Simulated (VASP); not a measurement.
Here is a VASP 6.6.1 calculation.

File POSCAR:

```
CdTe
1.0
    0.0000000000      2.6563776558      2.6563776558
    2.6563776558      0.0000000000      2.6563776558
    2.6563776558      2.6563776558      0.0000000000
Cd Te
1 1
Direct
    0.0000000000      0.0000000000      0.0000000000
    0.5000000000      0.5000000000      0.5000000000
```

The input INCAR.step1:

```
SYSTEM = CdTe
PREC = Accurate
ENCUT = 550
ISMEAR = -1
SIGMA = 0.05
LREAL = .FALSE.
LASPH = .TRUE.
NELM = 120
NBANDS = 16
GGA = PE
ALGO = Normal
EDIFF = 1E-5
LWAVE = .TRUE.
LCHARG = .FALSE.
GGA_COMPAT = .FALSE.
```

The input INCAR.step2:

```
SYSTEM = CdTe
PREC = Accurate
ENCUT = 550
EDIFF = 1E-6
ISMEAR = -1
SIGMA = 0.05
LREAL = .FALSE.
LASPH = .TRUE.
NELM = 120
ALGO = Normal
ISIF = 2
LWAVE = .FALSE.
LCHARG = .FALSE.
METAGGA = R2SCAN
LMIXTAU = .TRUE.
NBANDS = 16
ISTART = 1
GGA_COMPAT = .FALSE.
```

Contents of KPOINTS:

```
Automatic mesh
0
G
  10 10 10
  0 0 0
```

Potentials or basis: VASP PAW PBE potentials, release 64 (Cd, Te).

Command:

```console
$ cat potpaw_PBE.64/Cd/POTCAR potpaw_PBE.64/Te/POTCAR > POTCAR
$ cp INCAR.step1 INCAR
$ mpirun -np 1 vasp_std > vasp.out
$ cp INCAR.step2 INCAR
$ mpirun -np 1 vasp_std > vasp.out
```

**Question.** Estimate the band gap on the k mesh.

**Answer.** Zero (band 9 reaches 9.48 eV, above the bottom of band 10 at 7.89 eV).

**Question.** Predict the pressure.

**Answer.** 58.3 GPa.

Caveat: the PAW data sets were made with another functional, which shifts forces and pressure a little; spin-orbit coupling is left out, which moves the levels of the heavy elements.
